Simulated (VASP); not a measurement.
Wanted: the native input for a VASP 6.6.1 run.

| Item | Value |
| --- | --- |
| Task | single point |
| Functional | PBE |
| Potentials or basis | VASP PAW PBE potentials, release 64 (Hg_sv_GW, Os_sv_GW) |
| Cutoff | 500 eV |
| k mesh | 18 × 18 × 18 |
| Occupations | gaussian, width 0.1 eV |
| Spin | no spin polarisation |
| Dipole correction | no |
| Further INCAR settings | ALGO = Normal; EDIFF = 1e-06; NBANDS = 25 |

The structure of HgOs lies in POSCAR:

```
HgOs
1.0
    3.2472093033      0.0000000000      0.0000000000
    0.0000000000      3.2472093033      0.0000000000
    0.0000000000      0.0000000000      3.2472093033
Hg Os
1 1
Direct
    0.0000000000      0.0000000000      0.0000000000
    0.5000000000      0.5000000000      0.5000000000
```

The input as run:

INCAR

```
SYSTEM = HgOs
ALGO = Normal
EDIFF = 1E-6
ENCUT = 500
GGA = PE
GGA_COMPAT = .False.
ISIF = 2
ISMEAR = 0
LASPH = .True.
LCHARG = .False.
LREAL = .False.
LWAVE = .False.
NBANDS = 25
NELM = 120
PREC = Accurate
SIGMA = 0.1
```

KPOINTS

```
k-points
0
Gamma
  18 18 18
  0 0 0
```

Potentials or basis: VASP PAW PBE potentials, release 64 (Hg_sv_GW, Os_sv_GW).

Launch:

```sh
$ cat potpaw_PBE.64/Hg_sv_GW/POTCAR potpaw_PBE.64/Os_sv_GW/POTCAR > POTCAR
$ mpirun -np 1 vasp_std > vasp.out
```

It gave:

* Pressure: -2.0 GPa
* Band gap on the k mesh: zero (bands 18 and 19 overlap by 1.86 eV)

Caveat: spin-orbit coupling is left out, which moves the levels of the heavy elements.

It took 92 s on 1 thread of Intel(R) Xeon(R) Platinum 8488C (Sapphire Rapids), on a shared host, peak memory 0.33 GiB.
